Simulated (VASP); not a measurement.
**CoPdO2: single point with PBE**

Crystal: CoPdO2.

```
Pd Co O
1.0
     1.43169    0.82659    5.95777
    -1.43169    0.82659    5.95777
     0.00000   -1.65317    5.95777
Pd Co O
1 1 2
Direct
  0.00000 0.00000 0.00000
  0.50000 0.50000 0.50000
  0.11248 0.11248 0.11248
  0.88752 0.88752 0.88752
```

| Quantity | Value |
| --- | --- |
| Program | VASP 6.6.1 |
| Task | single point |
| Functional | PBE |
| Potentials or basis | VASP PAW PBE potentials, release 64 (Pd, Co, O) |
| Cutoff | 520 eV |
| k mesh | 11 × 11 × 11 |
| Occupations | fermi-dirac, width 0.05 eV |
| Spin | collinear spin, ferromagnetic start |
| Starting moments | [0.0, 2.0, 0.0, 0.0] μB |
| Dipole correction | no |
| Further INCAR settings | ALGO = Normal; EDIFF = 1e-06; NBANDS = 28 |

```yaml
Pressure: -1.0 GPa
Largest_force: 0.096 eV/Å
Net_moment: 0.00 μB per cell
Valence_electrons_inside_the_program's_atomic_spheres: Pd 9.35; Co 8.36; O 4.99
```

Forces in eV/Å, atoms in the order of the input:
```
Pd   0.000  0.000  0.000
Co   0.000  0.000  0.000
O    0.000  0.000  0.096
O    0.000  0.000 -0.096
```

Stress tensor (GPa, compression positive):
```
-0.91  0.00  0.00
 0.00 -0.91  0.00
 0.00  0.00 -1.33
```

Levels at points of the mesh, in eV from the Fermi level:
Spin up:
| k point | band 13 | band 14 | band 15 | band 16 | band 17 | band 18 | band 19 | band 20 |
| --- | --- | --- | --- | --- | --- | --- | --- | --- |
| (0.00, 0.00, 0.00) | -1.54 | -1.30 | -1.30 | -0.85 | 2.14 | 2.14 | 2.98 | 6.55 |
Spin down:
```tsv
k point	band 12	band 13	band 14	band 15	band 16	band 17	band 18	band 19	band 20	band 21
(0.00, 0.00, 0.00)	-1.54	-1.54	-1.30	-1.30	-0.85	2.14	2.14	2.98	6.55	9.34
```

Run time: 13 min on 1 thread of Intel(R) Xeon(R) 6975P-C (Granite Rapids), with other jobs on the host, peak memory 0.59 GiB.

Caveat: the starting moments collapsed, and a magnetic state may lie lower; semilocal functionals often make such compounds metallic where correlation or magnetic order opens a gap, which also shifts bond lengths. With open d or f shells a metallic result of PBE can be an artefact of self-interaction; +U or a hybrid may open a gap.
